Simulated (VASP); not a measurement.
# SrO (Fm-3m) in VASP: single point with PBE0

Aim: the single point of SrO with PBE0.

Everything below comes from runs of VASP 6.6.1. Logs are shortened: lines on timing, memory, paths and dates and some standing lists are left out, and cuts for length are marked.

## (1) The cell of the first run

The structure is cubic, space group Fm-3m (No. 225). Conventional cell: a = 5.160 Å, b = 5.160 Å, c = 5.160 Å, α = 90.00°, β = 90.00°, γ = 90.00°. Sr (site symmetry m-3m) has 6 O at 2.58 Å within 3.4 Å. O (site symmetry m-3m) has 6 Sr at 2.58 Å within 3.4 Å.

## (2) Single point, PBE0

POSCAR

```
SrO
1.0
    0.0000000000      2.5798927426      2.5798927426
    2.5798927426      0.0000000000      2.5798927426
    2.5798927426      2.5798927426      0.0000000000
Sr O
1 1
Direct
    0.5000000000      0.5000000000      0.5000000000
    0.0000000000      0.0000000000      0.0000000000
```

INCAR.step1

```
PREC = Accurate
ENCUT = 520
EDIFF = 1E-5
ISMEAR = 0
SIGMA = 0.01
LREAL = F
LASPH = T
NELM = 80
ALGO = Normal
ISIF = 2
LWAVE = T
LCHARG = F
GGA = PE
NBANDS = 15
```

INCAR.step2

```
PREC = Accurate
ENCUT = 520
EDIFF = 1E-6
ISMEAR = 0
SIGMA = 0.01
LREAL = F
LASPH = T
NELM = 80
ALGO = Normal
ISIF = 2
LWAVE = F
LCHARG = F
GGA = PE
LHFCALC = T
AEXX = 0.25
PRECFOCK = Normal
ISTART = 1
NBANDS = 15
```

KPOINTS

```
regular mesh
0
Gamma
  6 6 6
```

Potentials or basis: VASP PAW PBE potentials, release 64 (Sr_sv, O).

On the command line:

```sh
$ cat potpaw_PBE.64/Sr_sv/POTCAR potpaw_PBE.64/O/POTCAR > POTCAR
$ cp INCAR.step1 INCAR
$ mpirun -np 1 vasp_std > vasp.out
$ cp INCAR.step2 INCAR
$ mpirun -np 1 vasp_std > vasp.out
```

OUTCAR:

```text
PREC = Accurate
   ENCUT = 520
   EDIFF = 1E-6
   ISMEAR = 0
   LREAL = F
   LASPH = T
   NELM = 80
   ISIF = 2
   GGA = PE
   LHFCALC = T
   AEXX = 0.25
   PRECFOCK = Normal
   ISTART = 1

 ion  position               nearest neighbor table
   1  0.500  0.500  0.500-   2 2.58   2 2.58   2 2.58   2 2.58   2 2.58   2 2.58
   2  0.000  0.000  0.000-   1 2.58   1 2.58   1 2.58   1 2.58   1 2.58   1 2.58

  LATTYP: Found a face centered cubic cell.
 ALAT       =     5.1597854852

  Lattice vectors:

 A1 = (   0.0000000000,   2.5798927426,   2.5798927426)
 A2 = (   2.5798927426,   0.0000000000,   2.5798927426)
 A3 = (   2.5798927426,   2.5798927426,   0.0000000000)

Analysis of symmetry for initial positions (statically):
=====================================================================
 Subroutine PRICEL returns:
 Original cell was already a primitive cell.

 Routine SETGRP: Setting up the symmetry group for a
 face centered cubic supercell.

 Subroutine GETGRP returns: Found 48 space group operations
 (whereof 48 operations were pure point group operations)
 out of a pool of 48 trial point group operations.

The static configuration has the point symmetry O_h .

Analysis of symmetry for dynamics (positions and initial velocities):
=====================================================================
 Subroutine PRICEL returns:
 Original cell was already a primitive cell.

 Routine SETGRP: Setting up the symmetry group for a
 face centered cubic supercell.

 Subroutine GETGRP returns: Found 48 space group operations
 (whereof 48 operations were pure point group operations)
 out of a pool of 48 trial point group operations.

The dynamic configuration has the point symmetry O_h .

 Subroutine INISYM returns: Found 48 space group operations
 (whereof 48 operations are pure point group operations),
 and found     1 'primitive' translations

----------------------------------------------------------------------------------------

                                     Primitive cell

  volume of cell :      34.3427

  direct lattice vectors                    reciprocal lattice vectors
     0.000000000  2.579892743  2.579892743    -0.193806507  0.193806507  0.193806507
     2.579892743  0.000000000  2.579892743     0.193806507 -0.193806507  0.193806507
     2.579892743  2.579892743  0.000000000     0.193806507  0.193806507 -0.193806507

  length of vectors
     3.648519306  3.648519306  3.648519306     0.335682716  0.335682716  0.335682716

  position of ions in fractional coordinates (direct lattice)
     0.500000000  0.500000000  0.500000000
     0.000000000  0.000000000  0.000000000

  ion indices of the primitive-cell ions
   primitive index   ion index
                 1           1
                 2           2

----------------------------------------------------------------------------------------

 KPOINTS: regular mesh

Automatic generation of k-mesh.
 Grid dimensions read from file:
 generate k-points for:    6    6    6

 Generating k-lattice:

  Cartesian coordinates                     Fractional coordinates (reciprocal lattice)
    -0.032301084  0.032301084  0.032301084     0.166666667  0.000000000  0.000000000
     0.032301084 -0.032301084  0.032301084     0.000000000  0.166666667  0.000000000
     0.032301084  0.032301084 -0.032301084     0.000000000  0.000000000  0.166666667

  Length of vectors
     0.055947119  0.055947119  0.055947119

  Shift w.r.t. Gamma in fractional coordinates (k-lattice)
     0.000000000  0.000000000  0.000000000

 Subroutine IBZKPT returns following result:
 ===========================================

 Found     16 irreducible k-points:

 Following reciprocal coordinates:
            Coordinates               Weight
  0.000000  0.000000  0.000000      1.000000
  0.166667  0.000000  0.000000      8.000000
  0.333333  0.000000  0.000000      8.000000
  0.500000  0.000000  0.000000      4.000000
  0.166667  0.166667  0.000000      6.000000
  0.333333  0.166667  0.000000     24.000000
[... 8 lines left out ...]
 -0.333333  0.333333  0.166667     24.000000
 -0.333333  0.500000  0.166667     12.000000
   k-points           NKPTS =     16   k-points in BZ     NKDIM =    216   number of bands    NBANDS=     15
   number of dos      NEDOS =    301   number of ions     NIONS =      2
   total plane-waves  NPLWV =  21952
   dimension x,y,z NGX =    28 NGY =   28 NGZ =   28
   dimension x,y,z NGXF=    56 NGYF=   56 NGZF=   56
   ions per type =               1   1
   NGX,Y,Z   is equivalent  to a cutoff of  12.76, 12.76, 12.76 a.u.
   NGXF,Y,Z  is equivalent  to a cutoff of  25.52, 25.52, 25.52 a.u.
 SYSTEM =  unknown system
   PREC   = accura    normal or accurate (medium, high low for compatibility)
   ISTART =      1    job   : 0-new  1-cont  2-samecut
   ICHARG =      0    charge: 1-file 2-atom 10-const
   ISPIN  =      1    spin polarized calculation?
   LNONCOLLINEAR =      F non collinear calculations
   LSORBIT =      F    spin-orbit coupling
   LASPH  =      T    aspherical Exc in radial PAW
   ENCUT  =  520.0 eV  38.22 Ry    6.18 a.u.   6.78  6.78  6.78*2*pi/ulx,y,z
   NELM   =     80;   NELMIN=  2; NELMDL=  0     # of ELM steps
   EDIFF  = 0.1E-05   stopping-criterion for ELM
   LREAL  =      F    real-space projection
   EDIFFG = 0.1E-04   stopping-criterion for IOM
   NSW    =      0    number of steps for IOM
   IBRION =     -1    ionic relax: 0-MD 1-quasi-New 2-CG
   NFREE  =      0    steps in history (QN), initial steepest desc. (CG)
   ISIF   =      2    stress and relaxation
   ISYM   =      3    0-nonsym 1-usesym 2-fastsym
   POTIM  = 0.5000    time-step for ionic-motion
   TEBEG  =    0.0;   TEEND  =   0.0 temperature during run
   PSTRESS=    0.0 pullay stress
   NELECT =      16.0000    total number of electrons
   NUPDOWN=      -1.0000    fix difference up-down
   EMIN   =  10.00;   EMAX   =-10.00  energy-range for DOS
   EFERMI =   0.00;   METHOD = LEGACY
   ISMEAR =     0;   SIGMA  =   0.01  broadening in eV -4-tet -1-fermi 0-gaus
   EFERMI_NEDOS =   21; number of points for ismear=-14 and -15
   IALGO  =     38    algorithm
   IMIX   =      1    mixing-type and parameters
     AMIX     =   0.40;   BMIX     =  1.00
     AMIX_MAG =   1.60;   BMIX_MAG =  1.00
  volume/ion in A,a.u.               =      17.17       115.88
  Fermi-wavevector in a.u.,A,eV,Ry     =   1.269121  2.398292 21.914485  1.610669
  Thomas-Fermi vector in A             =   2.402180
   LORBIT       =      0    0 simple, 1 ext, 2 COOP (PROOUT), +10 PAW based schemes
   GGA     = PE    functional components
   LHFCALC =     T    Hartree Fock is set to
   PRECFOCK=normal    Normal, Fast or Accurate (Low or Medium for compatibility)
   ENCUT4O =  -1.0   cutoff for four orbital integrals eV
   NKREDX  =     1    reduce k-point grid by
   NKREDY  =     1    reduce k-point grid by
   NKREDZ  =     1    reduce k-point grid by
   AEXX    =    0.2500 exact exchange contribution
   HFSCREEN=    0.0000 screening length (either q_TF or 0.3 A-1)
   HFSCREENC=   0.0000 screening length for correlation (either q_TF or 0.3 A-1)
   ENCUTFOCK=  -1.0 apply spherical cutoff to Coloumb kernel
   IVDW    =     0    specifies the selected vdW correction
   LEPSILON=     F    determine dielectric tensor
   LRPA    =     F    only Hartree local field effects (RPA)
 non-spin polarized calculation
 Gauss-broadening in eV      SIGMA  =   0.01
  energy-cutoff  :      520.00
  volume of cell :       34.34
 maximum number of plane-waves:       941
  NGX = 24; NGY = 24; NGZ = 24

 number of electron      15.9999998 magnetization

 Free energy of the ion-electron system (eV)
  ---------------------------------------------------
  ext. energy  EPLUGINS =         0.00000000
  ---------------------------------------------------
  free energy    TOTEN  =       -14.76819407 eV

  energy without entropy =      -14.76819407  energy(sigma->0) =      -14.76819407

 E-fermi :   0.2321     XC(G=0):  -7.8451

 val. band max:        0.1565208907   @ k =   0.0000   0.0000   0.0000
 cond. band min:       5.6425520116   @ k =   0.5000   0.5000   0.0000
 fundamental gap:      5.4860311209
 Fermi energy:         0.2321269890

 k-point     1 :       0.0000    0.0000    0.0000
  band No.  band energies     occupation
      1     -34.2409      2.00000
      2     -16.4176      2.00000
      3     -14.5866      2.00000
      4     -14.5866      2.00000
      5     -14.5866      2.00000
      6       0.1565      2.00000
      7       0.1565      2.00000
      8       0.1565      2.00000
      9       6.2637      0.00000
     10       8.7706      0.00000
     11       8.7706      0.00000
     12       8.7706      0.00000
     13      11.0060      0.00000
     14      11.0060      0.00000
     15      15.1095      0.00000

 k-point     2 :       0.1667    0.0000    0.0000
  band No.  band energies     occupation
      1     -34.2058      2.00000
      2     -16.8439      2.00000
      3     -14.6061      2.00000
      4     -14.6061      2.00000
      5     -14.2387      2.00000
      6      -0.5742      2.00000
      7      -0.1834      2.00000
      8      -0.1834      2.00000
      9       7.4446      0.00000
     10       8.5308      0.00000
     11       9.3319      0.00000
     12       9.3319      0.00000
     13      11.7451      0.00000
     14      11.7451      0.00000
     15      16.8470      0.00000
[... 221 lines left out ...]
      3     -15.1364      2.00000
      4     -15.0046      2.00000
      5     -14.0708      2.00000
      6      -1.2550      2.00000
      7      -0.5728      2.00000
      8      -0.5075      2.00000
      9       8.7260      0.00000
     10       8.8347      0.00000
     11      11.6498      0.00000
     12      12.8787      0.00000
     13      14.3259      0.00000
     14      15.6834      0.00000
     15      16.4431      0.00000

 k-point    16 :      -0.3333    0.5000    0.1667
  band No.  band energies     occupation
      1     -34.0562      2.00000
      2     -16.8275      2.00000
      3     -15.4349      2.00000
      4     -15.1269      2.00000
      5     -14.3266      2.00000
      6      -0.7903      2.00000
      7      -0.3746      2.00000
      8      -0.2117      2.00000
      9       7.0741      0.00000
     10      10.1595      0.00000
     11      11.1060      0.00000
     12      13.8283      0.00000
     13      13.9458      0.00000
     14      15.6384      0.00000
     15      16.2419      0.00000

------------------------ aborting loop because EDIFF is reached ----------------------------------------

  FORCE on cell =-STRESS in cart. coord.  units (eV):
  Direction    XX          YY          ZZ          XY          YZ          ZX
  --------------------------------------------------------------------------------------
  -------------------------------------------------------------------------------------
  Total        0.0225900      0.0225900      0.0225900      0.0000000      0.0000000      0.0000000
  in kB        1.0538827      1.0538827      1.0538827      0.0000000      0.0000000      0.0000000
  external PRESSURE =       1.0538827 kB  Pullay stress =       0.0000000 kB

 VOLUME and BASIS-vectors are now :
 -----------------------------------------------------------------------------
  energy-cutoff  :      520.00
  volume of cell :       34.34
      direct lattice vectors                 reciprocal lattice vectors
     0.000000000  2.579892743  2.579892743    -0.193806507  0.193806507  0.193806507
     2.579892743  0.000000000  2.579892743     0.193806507 -0.193806507  0.193806507
     2.579892743  2.579892743  0.000000000     0.193806507  0.193806507 -0.193806507

 POSITION                                       TOTAL-FORCE (eV/Angst)
 -----------------------------------------------------------------------------------
      2.57989      2.57989      2.57989        -0.000000      0.000000      0.000000
      0.00000      0.00000      0.00000         0.000000     -0.000000     -0.000000
 -----------------------------------------------------------------------------------
    total drift:                               -0.000000     -0.000000     -0.000000

  FREE ENERGIE OF THE ION-ELECTRON SYSTEM (eV)
  ---------------------------------------------------
  free  energy   TOTEN  =       -14.7681940667 eV

  energy  without entropy=      -14.7681940667  energy(sigma->0) =      -14.76819407
```

It took 15 min on 1 thread of Intel Xeon 6975P-C (Granite Rapids), shared host; peak memory 0.19 GiB.

What came out:

| Quantity | Value |
| --- | --- |
| Free energy | -14.7682 eV |
| Pressure | 0.1 GPa |
| Band gap on the k mesh | 5.49 eV (least direct gap 5.60 eV) |

Levels at points of the mesh, in eV from the valence-band top:
```tsv
k point	band 4	band 5	band 6	band 7	band 8	band 9	band 10	band 11	band 12	band 13
(0.00, 0.00, 0.00)	-14.74	-14.74	0.00	0.00	0.00	6.11	8.61	8.61	8.61	10.85
(0.50, 0.00, 0.00)	-14.82	-13.75	-2.28	-1.20	-1.20	8.97	10.63	11.43	11.43	14.67
(0.50, 0.50, 0.00)	-15.12	-15.12	-0.52	-0.11	-0.11	5.49	10.25	12.76	12.81	13.78
```

Caveat: the PAW data sets were made with another functional, which shifts forces and pressure a little. A k mesh can miss the band edges.
